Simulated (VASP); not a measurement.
# Ti3W2 (P-3m1) in VASP: further runs

Ti3W2 is run at these levels: PBE; tasks: single point.

Program: VASP 6.6.1. These are calculated values, not measurements. Logs are shortened: lines on timing, memory, paths and dates and some standing lists are left out, and cuts for length are marked.

## (1) The cell of the first run

Symmetry: P-3m1, No. 164, trigonal system. Conventional cell: a = 2.809 Å, b = 2.809 Å, c = 22.669 Å, α = 90.00°, β = 90.00°, γ = 120.00°. Within 3.7 Å of Ti (site symmetry 3m) lie 9 Ti at 2.79 to 2.81 Å and 3 W at 2.79 Å. Within 3.7 Å of Ti (site symmetry 3m) lie 3 W at 2.79 Å and 9 Ti at 2.79 to 2.81 Å. Within 3.7 Å of Ti (site symmetry 3m) lie 12 Ti at 2.79 to 2.81 Å. Within 3.7 Å of W (site symmetry 3m) lie 9 W at 2.79 to 2.81 Å and 3 Ti at 2.79 Å. W (site symmetry 3m) has 3 Ti at 2.79 Å and 9 W at 2.79 to 2.81 Å within 3.7 Å.

## (2) Single point, PBE

Input file INCAR:

```
SYSTEM = Ti3W2
PREC = Accurate ; ENCUT = 520
EDIFF = 1E-6 ; ISMEAR = 0
SIGMA = 0.1 ; LREAL = .FALSE.
LASPH = .TRUE. ; NELM = 80
ALGO = Fast ; ISIF = 2
LWAVE = .FALSE. ; LCHARG = .FALSE.
GGA = PE ; NBANDS = 75
```

Input file KPOINTS:

```
Automatic mesh
0
G
  6 6 1
  0 0 0
```

Input file POSCAR:

```
Ti3W2
1.0
    2.8090106200      0.0000000000      0.0000000000
   -1.4045053100      2.4326745600      0.0000000000
    0.0000000000      0.0000000000     22.6689144300
Ti W
6 4
Direct
    0.3333333300      0.6666666700      0.9500000000
    0.3333333300      0.6666666700      0.3500000000
    0.3333333300      0.6666666700      0.5500000000
    0.6666666700      0.3333333300      0.0500000000
    0.6666666700      0.3333333300      0.4500000000
    0.6666666700      0.3333333300      0.6500000000
    0.3333333300      0.6666666700      0.7500000000
    0.3333333300      0.6666666700      0.1500000000
    0.6666666700      0.3333333300      0.8500000000
    0.6666666700      0.3333333300      0.2500000000
```

Potentials or basis: VASP PAW PBE potentials, release 64 (Ti_sv, W_sv).

On the command line:

```bash
$ cat potpaw_PBE.64/Ti_sv/POTCAR potpaw_PBE.64/W_sv/POTCAR > POTCAR
$ mpirun -np 1 vasp_std > vasp.out
```

OUTCAR:

```text
SYSTEM = Ti3W2
   PREC = Accurate
   ENCUT = 520
   EDIFF = 1E-6
   ISMEAR = 0
   LREAL = .FALSE.
   LASPH = .TRUE.
   NELM = 80
   ISIF = 2
   GGA = PE

 ion  position               nearest neighbor table
   1  0.333  0.667  0.950-   4 2.79   9 2.79   4 2.79   9 2.79   4 2.79   9 2.79
   2  0.333  0.667  0.350-   5 2.79  10 2.79   5 2.79  10 2.79   5 2.79  10 2.79
   3  0.333  0.667  0.550-   5 2.79   6 2.79   5 2.79   6 2.79   5 2.79   6 2.79
   4  0.667  0.333  0.050-   1 2.79   8 2.79   1 2.79   8 2.79   1 2.79   8 2.79
   5  0.667  0.333  0.450-   3 2.79   2 2.79   3 2.79   2 2.79   3 2.79   2 2.79
   6  0.667  0.333  0.650-   3 2.79   7 2.79   3 2.79   7 2.79   3 2.79   7 2.79
   7  0.333  0.667  0.750-   6 2.79   9 2.79   6 2.79   9 2.79   6 2.79   9 2.79
   8  0.333  0.667  0.150-   4 2.79  10 2.79   4 2.79  10 2.79   4 2.79  10 2.79
   9  0.667  0.333  0.850-   1 2.79   7 2.79   1 2.79   7 2.79   1 2.79   7 2.79
  10  0.667  0.333  0.250-   2 2.79   8 2.79   2 2.79   8 2.79   2 2.79   8 2.79

  LATTYP: Found a hexagonal cell.
 ALAT       =     2.8090106200
 C/A-ratio  =     8.0700707461

  Lattice vectors:

 A1 = (   2.8090106200,   0.0000000000,   0.0000000000)
 A2 = (  -1.4045053100,   2.4326745600,   0.0000000000)
 A3 = (   0.0000000000,   0.0000000000,  22.6689144300)

Analysis of symmetry for initial positions (statically):
=====================================================================
 Subroutine PRICEL returns:
 Original cell was already a primitive cell.

 Routine SETGRP: Setting up the symmetry group for a
 hexagonal supercell.

 Subroutine GETGRP returns: Found 12 space group operations
 (whereof 12 operations were pure point group operations)
 out of a pool of 24 trial point group operations.

The static configuration has the point symmetry D_3d.

Analysis of symmetry for dynamics (positions and initial velocities):
=====================================================================
 Subroutine PRICEL returns:
 Original cell was already a primitive cell.

 Routine SETGRP: Setting up the symmetry group for a
 hexagonal supercell.

 Subroutine GETGRP returns: Found 12 space group operations
 (whereof 12 operations were pure point group operations)
 out of a pool of 24 trial point group operations.

The dynamic configuration has the point symmetry D_3d.

 Subroutine INISYM returns: Found 12 space group operations
 (whereof 12 operations are pure point group operations),
 and found     1 'primitive' translations

----------------------------------------------------------------------------------------

                                     Primitive cell

  volume of cell :     154.9060

  direct lattice vectors                    reciprocal lattice vectors
     2.809010620  0.000000000  0.000000000     0.355997230  0.205535096  0.000000000
    -1.404505310  2.432674560  0.000000000     0.000000000  0.411070193  0.000000000
     0.000000000  0.000000000 22.668914430     0.000000000  0.000000000  0.044113273

  length of vectors
     2.809010620  2.809010623 22.668914430     0.411070193  0.411070193  0.044113273

  position of ions in fractional coordinates (direct lattice)
     0.333333330  0.666666670  0.950000000
     0.333333330  0.666666670  0.350000000
     0.333333330  0.666666670  0.550000000
     0.666666670  0.333333330  0.050000000
     0.666666670  0.333333330  0.450000000
     0.666666670  0.333333330  0.650000000
     0.333333330  0.666666670  0.750000000
     0.333333330  0.666666670  0.150000000
     0.666666670  0.333333330  0.850000000
     0.666666670  0.333333330  0.250000000

  ion indices of the primitive-cell ions
   primitive index   ion index
                 1           1
                 2           2
                 3           3
                 4           4
                 5           5
                 6           6
                 7           7
                 8           8
                 9           9
                10          10

----------------------------------------------------------------------------------------

 KPOINTS: Automatic mesh

Automatic generation of k-mesh.
 Grid dimensions read from file:
 generate k-points for:    6    6    1

 Generating k-lattice:

  Cartesian coordinates                     Fractional coordinates (reciprocal lattice)
     0.059332872  0.034255849  0.000000000     0.166666667 -0.000000000  0.000000000
     0.000000000  0.068511699  0.000000000     0.000000000  0.166666667  0.000000000
     0.000000000  0.000000000  0.044113273     0.000000000  0.000000000  1.000000000

  Length of vectors
     0.068511699  0.068511699  0.044113273

  Shift w.r.t. Gamma in fractional coordinates (k-lattice)
     0.000000000  0.000000000  0.000000000

 Subroutine IBZKPT returns following result:
 ===========================================

 Found      7 irreducible k-points:

 Following reciprocal coordinates:
            Coordinates               Weight
  0.000000  0.000000  0.000000      1.000000
  0.166667 -0.000000  0.000000      6.000000
  0.333333 -0.000000  0.000000      6.000000
  0.500000 -0.000000  0.000000      3.000000
  0.166667  0.166667  0.000000      6.000000
  0.333333  0.166667  0.000000     12.000000
  0.333333  0.333333  0.000000      2.000000
   k-points           NKPTS =      7   k-points in BZ     NKDIM =      7   number of bands    NBANDS=     75
   number of dos      NEDOS =    301   number of ions     NIONS =     10
   total plane-waves  NPLWV = 103680
   dimension x,y,z NGX =    24 NGY =   24 NGZ =  180
   dimension x,y,z NGXF=    48 NGYF=   48 NGZF=  360
   ions per type =               6   4
   NGX,Y,Z   is equivalent  to a cutoff of  14.20, 14.20, 13.20 a.u.
   NGXF,Y,Z  is equivalent  to a cutoff of  28.41, 28.41, 26.40 a.u.
 SYSTEM =  Ti3W2
   PREC   = accura    normal or accurate (medium, high low for compatibility)
   ISTART =      0    job   : 0-new  1-cont  2-samecut
   ICHARG =      2    charge: 1-file 2-atom 10-const
   ISPIN  =      1    spin polarized calculation?
   LNONCOLLINEAR =      F non collinear calculations
   LSORBIT =      F    spin-orbit coupling
   LASPH  =      T    aspherical Exc in radial PAW
   ENCUT  =  520.0 eV  38.22 Ry    6.18 a.u.   5.22  5.22 42.15*2*pi/ulx,y,z
   NELM   =     80;   NELMIN=  2; NELMDL= -5     # of ELM steps
   EDIFF  = 0.1E-05   stopping-criterion for ELM
   LREAL  =      F    real-space projection
   EDIFFG = 0.1E-04   stopping-criterion for IOM
   NSW    =      0    number of steps for IOM
   IBRION =     -1    ionic relax: 0-MD 1-quasi-New 2-CG
   NFREE  =      0    steps in history (QN), initial steepest desc. (CG)
   ISIF   =      2    stress and relaxation
   ISYM   =      2    0-nonsym 1-usesym 2-fastsym
   POTIM  = 0.5000    time-step for ionic-motion
   TEBEG  =    0.0;   TEEND  =   0.0 temperature during run
   PSTRESS=    0.0 pullay stress
   NELECT =     128.0000    total number of electrons
   NUPDOWN=      -1.0000    fix difference up-down
   EMIN   =  10.00;   EMAX   =-10.00  energy-range for DOS
   EFERMI =   0.00;   METHOD = LEGACY
   ISMEAR =     0;   SIGMA  =   0.10  broadening in eV -4-tet -1-fermi 0-gaus
   EFERMI_NEDOS =   21; number of points for ismear=-14 and -15
   IALGO  =     68    algorithm
   IMIX   =      4    mixing-type and parameters
     AMIX     =   0.40;   BMIX     =  1.00
     AMIX_MAG =   1.60;   BMIX_MAG =  1.00
  volume/ion in A,a.u.               =      15.49       104.54
  Fermi-wavevector in a.u.,A,eV,Ry     =   1.536227  2.903048 32.109668  2.359994
  Thomas-Fermi vector in A             =   2.642905
   LORBIT       =      0    0 simple, 1 ext, 2 COOP (PROOUT), +10 PAW based schemes
   GGA     = PE    functional components
   LHFCALC =     F    Hartree Fock is set to
   AEXX    =    0.0000 exact exchange contribution
   IVDW    =     0    specifies the selected vdW correction
   LEPSILON=     F    determine dielectric tensor
   LRPA    =     F    only Hartree local field effects (RPA)
 non-spin polarized calculation
 RMM-DIIS sequential band-by-band and
 Gauss-broadening in eV      SIGMA  =   0.10
  energy-cutoff  :      520.00
  volume of cell :      154.91
 maximum number of plane-waves:      4204
 NGX is ok and might be reduce to    24
   NGX = 11   NGY = 11   NGZ = 85

 number of electron     128.0000005 magnetization

 Free energy of the ion-electron system (eV)
  ---------------------------------------------------
  ext. energy  EPLUGINS =         0.00000000
  ---------------------------------------------------
  free energy    TOTEN  =       -95.51110241 eV

  energy without entropy =      -95.43366352  energy(sigma->0) =      -95.47238296

 E-fermi :  10.3641     XC(G=0): -12.7342

 val. band max:       10.3416966329   @ k =   0.1667   0.1667   0.0000
 cond. band min:      10.3751102110   @ k =   0.1667  -0.0000   0.0000
 fundamental gap:      0.0334135781
 Fermi energy:        10.3640918427

 k-point     1 :       0.0000    0.0000    0.0000
  band No.  band energies     occupation
      1     -63.3292      2.00000
      2     -63.3291      2.00000
      3     -63.2558      2.00000
      4     -63.2557      2.00000
      5     -46.2917      2.00000
      6     -46.2592      2.00000
[... 67 lines left out ...]
     74      11.2452      0.00000
     75      11.2757      0.00000

 k-point     2 :       0.1667   -0.0000    0.0000
  band No.  band energies     occupation
      1     -63.3032      2.00000
      2     -63.3032      2.00000
      3     -63.2382      2.00000
      4     -63.2382      2.00000
      5     -46.2523      2.00000
      6     -46.2253      2.00000
[... 67 lines left out ...]
     74      11.5340      0.00000
     75      11.6329      0.00000

 k-point     3 :       0.3333   -0.0000    0.0000
  band No.  band energies     occupation
      1     -63.2487      2.00000
      2     -63.2487      2.00000
      3     -63.2053      2.00000
      4     -63.2053      2.00000
      5     -46.1683      2.00000
      6     -46.1552      2.00000
[... 67 lines left out ...]
     74      11.6498      0.00000
     75      11.7023      0.00000

 k-point     4 :       0.5000   -0.0000    0.0000
  band No.  band energies     occupation
      1     -63.2183      2.00000
      2     -63.2183      2.00000
      3     -63.1917      2.00000
      4     -63.1917      2.00000
      5     -46.1218      2.00000
      6     -46.1180      2.00000
[... 67 lines left out ...]
     74      12.3033      0.00000
     75      12.3105      0.00000

 k-point     5 :       0.1667    0.1667    0.0000
  band No.  band energies     occupation
      1     -63.2628      2.00000
      2     -63.2628      2.00000
      3     -63.2130      2.00000
      4     -63.2130      2.00000
      5     -46.1902      2.00000
      6     -46.1732      2.00000
[... 67 lines left out ...]
     74      11.5542      0.00000
     75      12.0102      0.00000

 k-point     6 :       0.3333    0.1667    0.0000
  band No.  band energies     occupation
      1     -63.2184      2.00000
      2     -63.2184      2.00000
      3     -63.1916      2.00000
      4     -63.1916      2.00000
      5     -46.1222      2.00000
      6     -46.1182      2.00000
[... 67 lines left out ...]
     74      11.7808      0.00000
     75      11.8116      0.00000

 k-point     7 :       0.3333    0.3333    0.0000
  band No.  band energies     occupation
      1     -63.1999      2.00000
      2     -63.1999      2.00000
      3     -63.1881      2.00000
      4     -63.1881      2.00000
      5     -46.0982      2.00000
      6     -46.0982      2.00000
[... 67 lines left out ...]
     74      11.8031      0.00000
     75      11.9673      0.00000

------------------------ aborting loop because EDIFF is reached ----------------------------------------

  FORCE on cell =-STRESS in cart. coord.  units (eV):
  Direction    XX          YY          ZZ          XY          YZ          ZX
  --------------------------------------------------------------------------------------
  -------------------------------------------------------------------------------------
  Total       13.5682068     13.5682068     19.5465786      0.0000000      0.0000000     -0.0000000
  in kB      140.3346508    140.3346513    202.1683730      0.0000000      0.0000000     -0.0000000
  external PRESSURE =     160.9458917 kB  Pullay stress =       0.0000000 kB

 VOLUME and BASIS-vectors are now :
 -----------------------------------------------------------------------------
  energy-cutoff  :      520.00
  volume of cell :      154.91
      direct lattice vectors                 reciprocal lattice vectors
     2.809010620  0.000000000  0.000000000     0.355997230  0.205535096  0.000000000
    -1.404505310  2.432674560  0.000000000     0.000000000  0.411070193  0.000000000
     0.000000000  0.000000000 22.668914430     0.000000000  0.000000000  0.044113273

 POSITION                                       TOTAL-FORCE (eV/Angst)
 -----------------------------------------------------------------------------------
     -0.00000      1.62178     21.53547        -0.000000      0.000000      0.554221
     -0.00000      1.62178      7.93412        -0.000000     -0.000000      0.472421
     -0.00000      1.62178     12.46790        -0.000000      0.000000      0.240792
      1.40451      0.81089      1.13345         0.000000     -0.000000     -0.554221
      1.40451      0.81089     10.20101         0.000000     -0.000000     -0.240792
      1.40451      0.81089     14.73479        -0.000000      0.000000     -0.472421
     -0.00000      1.62178     17.00169        -0.000000      0.000000     -0.280319
     -0.00000      1.62178      3.40034         0.000000     -0.000000     -0.237621
      1.40451      0.81089     19.26858        -0.000000      0.000000      0.237621
      1.40451      0.81089      5.66723         0.000000      0.000000      0.280319
 -----------------------------------------------------------------------------------
    total drift:                                0.000000     -0.000000      0.000000

  FREE ENERGIE OF THE ION-ELECTRON SYSTEM (eV)
  ---------------------------------------------------
  free  energy   TOTEN  =       -95.5111024073 eV

  energy  without entropy=      -95.4336635191  energy(sigma->0) =      -95.47238296
```

Run time: 19 min. Hardware: 1 thread of Intel Xeon 8259CL, shared host; peak memory 0.34 GiB.

What came out:

* Free energy: -95.5111 eV
* Pressure: 16.1 GPa
* Largest force: 0.554 eV/Å
* Band gap on the k mesh: zero (bands 64 and 65 overlap by 0.87 eV)

Forces in eV/Å, atoms in the order of the input:
```
Ti   0.000  0.000  0.554
Ti   0.000  0.000  0.472
Ti   0.000  0.000  0.241
Ti   0.000  0.000 -0.554
Ti   0.000  0.000 -0.241
Ti   0.000  0.000 -0.472
W    0.000  0.000 -0.280
W    0.000  0.000 -0.238
W    0.000  0.000  0.238
W    0.000  0.000  0.280
```

Caveat: the k points lie up to 0.43 Å⁻¹ apart, too coarse for converged energies and pressures of a metal; spin-orbit coupling is left out, which moves the levels of the heavy elements.

[end of part 1 of 2]
